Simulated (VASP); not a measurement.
A run of VASP 6.6.1:

The input INCAR:

```
  PREC = Accurate
  ENCUT = 500
  EDIFF = 1E-6
  ISMEAR = 0
  SIGMA = 0.01
  LREAL = False
  LASPH = True
  NELM = 120
  ALGO = Normal
  ISIF = 2
  LWAVE = False
  LCHARG = False
  GGA = PE
  NBANDS = 11
  GGA_COMPAT = False
```

KPOINTS

```
Automatic mesh
0
Gamma
  6 6 6
```

The input POSCAR:

```
NaH
1.0
    0.0000000000      2.2735801709      2.2735801709
    2.2735801709      0.0000000000      2.2735801709
    2.2735801709      2.2735801709      0.0000000000
Na H
1 1
Direct
    0.0000000000      0.0000000000      0.0000000000
    0.5000000000      0.5000000000      0.5000000000
```

Potentials or basis: VASP PAW PBE potentials, release 64 (Na_pv, H).

Command:

```sh
$ cat potpaw_PBE.64/Na_pv/POTCAR potpaw_PBE.64/H/POTCAR > POTCAR
$ mpirun -np 1 vasp_std > vasp.out
```

Hardware: 1 thread of AMD EPYC 7R43 64-Core Processor (Zen 3), on a shared host.

How long does it take, and how much memory?

It took 4.6 s on 1 thread of AMD EPYC 7R43 64-Core Processor (Zen 3), with other jobs on the host, peak memory 0.1 GiB. Counts: scf iterations 12, k points 16.
